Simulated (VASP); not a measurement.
Set up this calculation in VASP 6.6.1, as the native input.

| Item | Value |
| --- | --- |
| Task | single point |
| Functional | PBE |
| Potentials or basis | VASP PAW PBE potentials, release 64 (Cu) |
| Cutoff | 520 eV |
| k mesh | 14 × 14 × 14 |
| Occupations | fermi-dirac, width 0.15 eV |
| Spin | no spin polarisation |
| Dipole correction | no |
| Further INCAR settings | ALGO = Normal; EDIFF = 1e-07; NBANDS = 12 |

The structure of Cu lies in POSCAR:

```
Cu
1.0
    0.0000000000      1.8194705475      1.8194705475
    1.8194705475      0.0000000000      1.8194705475
    1.8194705475      1.8194705475      0.0000000000
Cu
1
Direct
    0.0000000000      0.0000000000      0.0000000000
```

These files were run (other wordings do the same):

INCAR

```
  PREC = Accurate
  ENCUT = 520
  EDIFF = 1E-7
  ISMEAR = -1
  SIGMA = 0.15
  LREAL = False
  LASPH = True
  NELM = 80
  ALGO = Normal
  ISIF = 2
  LWAVE = False
  LCHARG = True
  GGA = PE
  LELF = True
  LVHAR = True
  NBANDS = 12
```

KPOINTS

```
regular mesh
0
Gamma
  14 14 14
```

Potentials or basis: VASP PAW PBE potentials, release 64 (Cu).

The run is started by

```bash
$ cat potpaw_PBE.64/Cu/POTCAR > POTCAR
$ mpirun -np 1 vasp_std > vasp.out
```

Results of the run:

| Property | Result |
| --- | --- |
| Pressure | -0.4 GPa |

Wall time 6 s on 1 thread of Intel(R) Xeon(R) 6975P-C (Granite Rapids), on a shared host, peak memory 0.13 GiB.
